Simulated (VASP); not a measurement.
Input of a VASP 6.6.1 run:

Contents of INCAR:

```
ALGO     = Normal         # electronic algorithm
EDIFF    = 1E-6           # SCF threshold, eV
ENCUT    = 600            # plane-wave cutoff, eV
GGA      = PE             # functional
GGA_COMPAT= False        
ISIF     = 2              # what is computed and relaxed
ISMEAR   = 0              # smearing method
LASPH    = True           # aspherical terms in the spheres
LCHARG   = True           # write CHGCAR
LELF     = True           # ELF
LREAL    = False          # projectors in reciprocal space
LVHAR    = True         
LWAVE    = False          # write WAVECAR
NBANDS   = 20             # bands
NELM     = 120            # most SCF steps
PREC     = Accurate       # precision mode
SIGMA    = 0.2            # smearing width, eV
```

Contents of KPOINTS:

```
k-points
0
Gamma
  12 12 2
```

POSCAR

```
MgB
1.0
    3.0681181868      0.0010821878     -0.0000886041
   -1.5331143780      2.6553502361      0.0001596517
   -0.0005899884      0.0007036088     13.4834157349
Mg B
4 4
Direct
    0.3331135549      0.6668625148      0.3460254833
    0.3328938547      0.6655885196      0.8460224218
    0.6668143331      0.3338911253      0.1539645696
    0.6665378311      0.3325628763      0.6539836823
    0.6671168078      0.3340860021      0.4887611748
    0.6666899690      0.3329858616      0.9887394178
    0.3329473746      0.6664271390      0.0112519046
    0.3338862749      0.6675959614      0.5112513458
```

Potentials or basis: VASP PAW PBE potentials, release 64 (Mg, B).

Command:

```bash
$ cat potpaw_PBE.64/Mg/POTCAR potpaw_PBE.64/B/POTCAR > POTCAR
$ mpirun -np 1 vasp_std > vasp.out
```

(1) What does it give for the largest force?

(2) What does it give for the pressure?

## Answers

(1) 0.012 eV/Å.

(2) -0.1 GPa.
